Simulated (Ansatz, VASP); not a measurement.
# One calculation of InSe, two programs

```
CELL_PARAMETERS angstrom
5.78729 -2.04086 0.00000
5.78729 2.04086 0.00000
-1.71167 0.00000 4.73932
ATOMIC_POSITIONS crystal
In 0.88820 0.88820 0.04684
In 0.11180 0.11180 0.95316
Se 0.66093 0.66093 0.66896
Se 0.33907 0.33907 0.33104
```

Alike in both runs: task single point; functional PBEsol; k mesh 7 × 7 × 6; occupations fermi-dirac, width 0.05 eV; no spin polarisation.

|  | VASP | Ansatz |
| --- | --- | --- |
| version | VASP 6.6.1 | Ansatz 0.2.0 |
| potentials or method | VASP PAW PBE potentials, release 64 (In_d, Se) | Ansatz PAW |
| plane-wave cutoff (eV) | 520 | 420 |
| valence electrons in the cell | 38 | 58 |

|  | VASP | Ansatz | Ansatz less VASP |
| --- | --- | --- | --- |
| gap on the k mesh at the Fermi level (eV) | 1.10 | 1.11 | +0.009 |
| least direct gap on the mesh (eV) | 1.21 | 1.22 | +0.007 |
| pressure (GPa) | -0.1 | -0.1 | -0.09 |
| traceless stress, the component that is largest in VASP (GPa) | -0.15 | -0.15 | +0.005 |
| rms of the force components (eV/Å) | 0.105 | 0.095 | -0.0094 |

VASP's potentials were made for PBE, not for PBEsol. Atom by atom the forces differ by 0.011 eV/Å (rms over components). With one functional, cell and mesh, what is left measures potentials, basis and numerics. VASP's potentials hold 38 valence electrons a cell and Ansatz's 58, so a difference there can come from the potentials and not from the codes.

Noted on Ansatz's run: odd divisions of the mesh miss points on the zone boundary, where band edges often lie, so the gap on the mesh can be too wide.
